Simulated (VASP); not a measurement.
# ScOs3 (Pm-3m) in VASP: notebook

ScOs3 is run at these levels: PBE; tasks: single point, relaxation of cell and atoms.

All numbers are computed with VASP 6.6.1; they aren't measurements. Logs are shortened: lines on timing, memory, paths and dates and some standing lists are left out, and cuts for length are marked.

### 1 The cell of the first run

Symmetry: Pm-3m, No. 221, cubic system. Conventional cell: a = 3.948 Å, b = 3.948 Å, c = 3.948 Å, α = 90.00°, β = 90.00°, γ = 90.00°. Within 3.7 Å of Sc (site symmetry m-3m) lie 12 Os at 2.79 Å. Os (site symmetry 4/mmm) has 4 Sc at 2.79 Å and 8 Os at 2.79 Å within 3.7 Å.

The cell was generated, and may not be a known phase.

### 2 Single point, PBE

Contents of INCAR:

```
ALGO = Fast
EDIFF = 1E-7
ENCUT = 520
GGA = PE
ISIF = 2
ISMEAR = 0
LASPH = True
LCHARG = True
LELF = True
LREAL = False
LVHAR = True
LWAVE = False
NBANDS = 26
NELM = 80
PREC = Accurate
SIGMA = 0.1
```

Contents of KPOINTS:

```
k-points
0
Gamma
  12 12 12
```

Contents of POSCAR:

```
ScOs3
1.0
    3.9481958302      0.0000000000      0.0000000000
    0.0000000000      3.9481958302      0.0000000000
    0.0000000000      0.0000000000      3.9481958302
Sc Os
1 3
Direct
    0.0000000000      0.0000000000      0.0000000000
    0.5000000000      0.5000000000      0.0000000000
    0.5000000000      0.0000000000      0.5000000000
    0.0000000000      0.5000000000      0.5000000000
```

Potentials or basis: VASP PAW PBE potentials, release 64 (Sc_sv, Os).

The run is started by

```sh
$ cat potpaw_PBE.64/Sc_sv/POTCAR potpaw_PBE.64/Os/POTCAR > POTCAR
$ mpirun -np 1 vasp_std > vasp.out
```

OUTCAR:

```text
EDIFF = 1E-7
   ENCUT = 520
   GGA = PE
   ISIF = 2
   ISMEAR = 0
   LASPH = True
   LREAL = False
   NELM = 80
   PREC = Accurate

 ion  position               nearest neighbor table
   1  0.000  0.000  0.000-   2 2.79   3 2.79   4 2.79   3 2.79   4 2.79   2 2.79   4 2.79   4 2.79
                             2 2.79   3 2.79   3 2.79   2 2.79
   2  0.500  0.500  0.000-   1 2.79   3 2.79   4 2.79   3 2.79   4 2.79   1 2.79   3 2.79   3 2.79
                             1 2.79   4 2.79   4 2.79   1 2.79
   3  0.500  0.000  0.500-   1 2.79   2 2.79   4 2.79   1 2.79   2 2.79   2 2.79   4 2.79   2 2.79
                             1 2.79   4 2.79   1 2.79   4 2.79
   4  0.000  0.500  0.500-   1 2.79   2 2.79   3 2.79   1 2.79   2 2.79   1 2.79   3 2.79   1 2.79
                             2 2.79   3 2.79   2 2.79   3 2.79

  LATTYP: Found a simple cubic cell.
 ALAT       =     3.9481958302

  Lattice vectors:

 A1 = (   3.9481958302,   0.0000000000,   0.0000000000)
 A2 = (   0.0000000000,   3.9481958302,   0.0000000000)
 A3 = (   0.0000000000,   0.0000000000,   3.9481958302)

Analysis of symmetry for initial positions (statically):
=====================================================================
 Subroutine PRICEL returns:
 Original cell was already a primitive cell.

 Routine SETGRP: Setting up the symmetry group for a
 simple cubic supercell.

 Subroutine GETGRP returns: Found 48 space group operations
 (whereof 48 operations were pure point group operations)
 out of a pool of 48 trial point group operations.

The static configuration has the point symmetry O_h .

Analysis of symmetry for dynamics (positions and initial velocities):
=====================================================================
 Subroutine PRICEL returns:
 Original cell was already a primitive cell.

 Routine SETGRP: Setting up the symmetry group for a
 simple cubic supercell.

 Subroutine GETGRP returns: Found 48 space group operations
 (whereof 48 operations were pure point group operations)
 out of a pool of 48 trial point group operations.

The dynamic configuration has the point symmetry O_h .

 Subroutine INISYM returns: Found 48 space group operations
 (whereof 48 operations are pure point group operations),
 and found     1 'primitive' translations

----------------------------------------------------------------------------------------

                                     Primitive cell

  volume of cell :      61.5455

  direct lattice vectors                    reciprocal lattice vectors
     3.948195830  0.000000000  0.000000000     0.253280243  0.000000000  0.000000000
     0.000000000  3.948195830  0.000000000     0.000000000  0.253280243  0.000000000
     0.000000000  0.000000000  3.948195830     0.000000000  0.000000000  0.253280243

  length of vectors
     3.948195830  3.948195830  3.948195830     0.253280243  0.253280243  0.253280243

  position of ions in fractional coordinates (direct lattice)
     0.000000000  0.000000000  0.000000000
     0.500000000  0.500000000  0.000000000
     0.500000000  0.000000000  0.500000000
     0.000000000  0.500000000  0.500000000

  ion indices of the primitive-cell ions
   primitive index   ion index
                 1           1
                 2           2
                 3           3
                 4           4

----------------------------------------------------------------------------------------

 KPOINTS: k-points

Automatic generation of k-mesh.
 Grid dimensions read from file:
 generate k-points for:   12   12   12

 Generating k-lattice:

  Cartesian coordinates                     Fractional coordinates (reciprocal lattice)
     0.021106687  0.000000000  0.000000000     0.083333333  0.000000000  0.000000000
     0.000000000  0.021106687  0.000000000     0.000000000  0.083333333  0.000000000
     0.000000000  0.000000000  0.021106687     0.000000000  0.000000000  0.083333333

  Length of vectors
     0.021106687  0.021106687  0.021106687

  Shift w.r.t. Gamma in fractional coordinates (k-lattice)
     0.000000000  0.000000000  0.000000000

 Subroutine IBZKPT returns following result:
 ===========================================

 Found     84 irreducible k-points:

 Following reciprocal coordinates:
            Coordinates               Weight
  0.000000  0.000000  0.000000      1.000000
  0.083333  0.000000  0.000000      6.000000
  0.166667  0.000000  0.000000      6.000000
  0.250000  0.000000  0.000000      6.000000
  0.333333  0.000000  0.000000      6.000000
  0.416667  0.000000  0.000000      6.000000
[... 16 lines left out ...]
  0.333333  0.333333  0.000000     12.000000
  0.416667  0.333333  0.000000     24.000000
 [... further k-points ...]
   k-points           NKPTS =     84   k-points in BZ     NKDIM =     84   number of bands    NBANDS=     26
   number of dos      NEDOS =    301   number of ions     NIONS =      4
   total plane-waves  NPLWV =  27000
   dimension x,y,z NGX =    30 NGY =   30 NGZ =   30
   dimension x,y,z NGXF=    60 NGYF=   60 NGZF=   60
   ions per type =               1   3
   NGX,Y,Z   is equivalent  to a cutoff of  12.63, 12.63, 12.63 a.u.
   NGXF,Y,Z  is equivalent  to a cutoff of  25.26, 25.26, 25.26 a.u.
 SYSTEM =  unknown system
   PREC   = accura    normal or accurate (medium, high low for compatibility)
   ISTART =      0    job   : 0-new  1-cont  2-samecut
   ICHARG =      2    charge: 1-file 2-atom 10-const
   ISPIN  =      1    spin polarized calculation?
   LNONCOLLINEAR =      F non collinear calculations
   LSORBIT =      F    spin-orbit coupling
   LASPH  =      T    aspherical Exc in radial PAW
   ENCUT  =  520.0 eV  38.22 Ry    6.18 a.u.   7.34  7.34  7.34*2*pi/ulx,y,z
   NELM   =     80;   NELMIN=  2; NELMDL= -5     # of ELM steps
   EDIFF  = 0.1E-06   stopping-criterion for ELM
   LREAL  =      F    real-space projection
   EDIFFG = 0.1E-05   stopping-criterion for IOM
   NSW    =      0    number of steps for IOM
   IBRION =     -1    ionic relax: 0-MD 1-quasi-New 2-CG
   NFREE  =      0    steps in history (QN), initial steepest desc. (CG)
   ISIF   =      2    stress and relaxation
   ISYM   =      2    0-nonsym 1-usesym 2-fastsym
   POTIM  = 0.5000    time-step for ionic-motion
   TEBEG  =    0.0;   TEEND  =   0.0 temperature during run
   PSTRESS=    0.0 pullay stress
   NELECT =      35.0000    total number of electrons
   NUPDOWN=      -1.0000    fix difference up-down
   EMIN   =  10.00;   EMAX   =-10.00  energy-range for DOS
   EFERMI =   0.00;   METHOD = LEGACY
   ISMEAR =     0;   SIGMA  =   0.10  broadening in eV -4-tet -1-fermi 0-gaus
   EFERMI_NEDOS =   21; number of points for ismear=-14 and -15
   IALGO  =     68    algorithm
   IMIX   =      4    mixing-type and parameters
     AMIX     =   0.40;   BMIX     =  1.00
     AMIX_MAG =   1.60;   BMIX_MAG =  1.00
  volume/ion in A,a.u.               =      15.39       103.83
  Fermi-wavevector in a.u.,A,eV,Ry     =   1.356330  2.563093 25.029715  1.839632
  Thomas-Fermi vector in A             =   2.483343
   LORBIT       =      0    0 simple, 1 ext, 2 COOP (PROOUT), +10 PAW based schemes
   GGA     = PE    functional components
   LHFCALC =     F    Hartree Fock is set to
   AEXX    =    0.0000 exact exchange contribution
   IVDW    =     0    specifies the selected vdW correction
   LEPSILON=     F    determine dielectric tensor
   LRPA    =     F    only Hartree local field effects (RPA)
 non-spin polarized calculation
 RMM-DIIS sequential band-by-band and
 Gauss-broadening in eV      SIGMA  =   0.10
  energy-cutoff  :      520.00
  volume of cell :       61.55
 maximum number of plane-waves:      1683
 NGX is ok and might be reduce to    30
   NGX = 15   NGY = 15   NGZ = 15

 number of electron      35.0000005 magnetization

 Free energy of the ion-electron system (eV)
  ---------------------------------------------------
  ext. energy  EPLUGINS =         0.00000000
  ---------------------------------------------------
  free energy    TOTEN  =       -39.60094867 eV

  energy without entropy =      -39.57338370  energy(sigma->0) =      -39.58716618

 E-fermi :   7.3254     XC(G=0): -13.1044

 val. band max:        7.3223444851   @ k =   0.5000   0.4167   0.0000
 cond. band min:       7.3264088613   @ k =   0.3333   0.3333   0.0833
 fundamental gap:      0.0040643762
 Fermi energy:         7.3254354938

 k-point     1 :       0.0000    0.0000    0.0000
  band No.  band energies     occupation
      1     -40.6066      2.00000
      2     -19.3316      2.00000
      3     -19.3316      2.00000
      4     -19.3316      2.00000
      5      -1.5058      2.00000
      6       1.4622      2.00000
[... 18 lines left out ...]
     25      12.2668      0.00000
     26      13.1776      0.00000

 k-point     2 :       0.0833    0.0000    0.0000
  band No.  band energies     occupation
      1     -40.6063      2.00000
      2     -19.3366      2.00000
      3     -19.3325      2.00000
      4     -19.3325      2.00000
      5      -1.4092      2.00000
      6       1.5284      2.00000
[... 18 lines left out ...]
     25      12.2165      0.00000
     26      13.2393      0.00000

 k-point     3 :       0.1667    0.0000    0.0000
  band No.  band energies     occupation
      1     -40.6053      2.00000
      2     -19.3500      2.00000
      3     -19.3350      2.00000
      4     -19.3350      2.00000
      5      -1.1257      2.00000
      6       1.7169      2.00000
[... 572 lines left out ...]
 k-point    23 :       0.3333    0.3333    0.0000
  band No.  band energies     occupation
      1     -40.6007      2.00000
      2     -19.3830      2.00000
      3     -19.3700      2.00000
      4     -19.3511      2.00000
      5       1.0365      2.00000
      6       3.1018      2.00000
[... 18 lines left out ...]
     25      11.4321      0.00000
     26      11.9270      0.00000

 k-point    24 :       0.4167    0.3333    0.0000
  band No.  band energies     occupation
      1     -40.6002      2.00000
      2     -19.3861      2.00000
      3     -19.3729      2.00000
      4     -19.3534      2.00000
      5       1.5498      2.00000
      6       2.8755      2.00000
[... 18 lines left out ...]
     25      11.2872      0.00000
     26      11.7719      0.00000

 [... further k-points ...]

------------------------ aborting loop because EDIFF is reached ----------------------------------------

  FORCE on cell =-STRESS in cart. coord.  units (eV):
  Direction    XX          YY          ZZ          XY          YZ          ZX
  --------------------------------------------------------------------------------------
  -------------------------------------------------------------------------------------
  Total        0.0750579      0.0750579      0.0750579      0.0000000      0.0000000     -0.0000000
  in kB        1.9539377      1.9539377      1.9539377      0.0000000      0.0000000     -0.0000000
  external PRESSURE =       1.9539377 kB  Pullay stress =       0.0000000 kB

 VOLUME and BASIS-vectors are now :
 -----------------------------------------------------------------------------
  energy-cutoff  :      520.00
  volume of cell :       61.55
      direct lattice vectors                 reciprocal lattice vectors
     3.948195830  0.000000000  0.000000000     0.253280243  0.000000000  0.000000000
     0.000000000  3.948195830  0.000000000     0.000000000  0.253280243  0.000000000
     0.000000000  0.000000000  3.948195830     0.000000000  0.000000000  0.253280243

 POSITION                                       TOTAL-FORCE (eV/Angst)
 -----------------------------------------------------------------------------------
      0.00000      0.00000      0.00000         0.000000      0.000000      0.000000
      1.97410      1.97410      0.00000         0.000000      0.000000      0.000000
      1.97410      0.00000      1.97410         0.000000      0.000000      0.000000
      0.00000      1.97410      1.97410         0.000000      0.000000      0.000000
 -----------------------------------------------------------------------------------
    total drift:                               -0.000000      0.000000     -0.000000

  FREE ENERGIE OF THE ION-ELECTRON SYSTEM (eV)
  ---------------------------------------------------
  free  energy   TOTEN  =       -39.6009486672 eV

  energy  without entropy=      -39.5733836988  energy(sigma->0) =      -39.58716618
```

Wall time 2.5 min (1 thread of Oxide Virtual Turin-like, shared host); peak memory 0.22 GiB.

What came out:

| Property | Result |
| --- | --- |
| Free energy | -39.6009 eV |
| Pressure | 0.2 GPa |
| Band gap on the k mesh | zero (an odd number of electrons rules out a gap without spin polarisation) |

Caveat: spin-orbit coupling is left out, which moves the levels of the heavy elements.

### 3 Relaxation of cell and atoms, PBE

Contents of INCAR:

```
SYSTEM = ScOs3
PREC = Accurate
ENCUT = 600
EDIFF = 1E-6
ISMEAR = 0
SIGMA = 0.1
LREAL = .False.
LASPH = .True.
NELM = 60
ALGO = Fast
ISIF = 3
LWAVE = .False.
LCHARG = .False.
GGA = PE
IBRION = 2
NSW = 100
EDIFFG = -0.01
```

Contents of KPOINTS:

```
Automatic mesh
0
Gamma
  12 12 12
  0 0 0
```

Contents of POSCAR:

```
ScOs3
1.0
    3.9489373549      0.0000000000      0.0000000000
    0.0000000000      3.9489373549      0.0000000000
    0.0000000000      0.0000000000      3.9489373549
Sc Os
1 3
Direct
    0.0000000000      0.0000000000      0.0000000000
    0.5000000000      0.5000000000      0.0000000000
    0.5000000000      0.0000000000      0.5000000000
    0.0000000000      0.5000000000      0.5000000000
```

Potentials or basis: VASP PAW PBE potentials, release 64 (Sc_sv, Os).

The run is started by

```sh
$ cat potpaw_PBE.64/Sc_sv/POTCAR potpaw_PBE.64/Os/POTCAR > POTCAR
$ mpirun -np 1 vasp_std > vasp.out
```

Run time: 5.5 min. Hardware: 1 thread of Oxide Virtual Turin-like, shared host; peak memory 0.25 GiB.

Results (log left out):

```yaml
Free_energy: -39.6035 eV
Relaxed_volume: 15.40 Å³/atom
Relaxed_cell: a = 3.950 Å, b = 3.950 Å, c = 3.950 Å, α = 90.00°, β = 90.00°, γ = 90.00°
Space_group_after_relaxing_to_0.1_Å: Pm-3m (No. 221)
Energy_gained_by_relaxing: 0.0 meV/atom
Ionic_steps: 3
Pressure_after_relaxing: 0.0 GPa
Band_gap_on_the_k_mesh: zero (an odd number of electrons rules out a gap without spin polarisation)
```

Final structure:
```yaml
crystal:
  lattice:
    - [3.94965, 0.00000, 0.00000]
    - [0.00000, 3.94965, 0.00000]
    - [0.00000, 0.00000, 3.94965]
  atoms:
    - { symbol: Sc, position: [0.00000, 0.00000, 0.00000] }
    - { symbol: Os, position: [0.50000, 0.50000, 0.00000] }
    - { symbol: Os, position: [0.50000, 0.00000, 0.50000] }
    - { symbol: Os, position: [0.00000, 0.50000, 0.50000] }
```

Levels at points of the mesh, in eV from the Fermi level:
```tsv
k point	band 15	band 16	band 17	band 18	band 19	band 20	band 21
(0.00, 0.00, 0.00)	1.02	1.02	2.56	3.13	3.13	3.13	3.14
(0.50, 0.00, 0.00)	-1.37	-1.05	-0.21	-0.11	-0.11	1.39	2.72
(0.50, 0.50, 0.00)	-2.05	-0.80	-0.80	-0.79	-0.38	0.28	0.43
(0.50, 0.50, 0.50)	-0.46	-0.46	0.05	0.97	0.97	0.97	2.57
```

Caveat: spin-orbit coupling is left out, which moves the levels of the heavy elements.
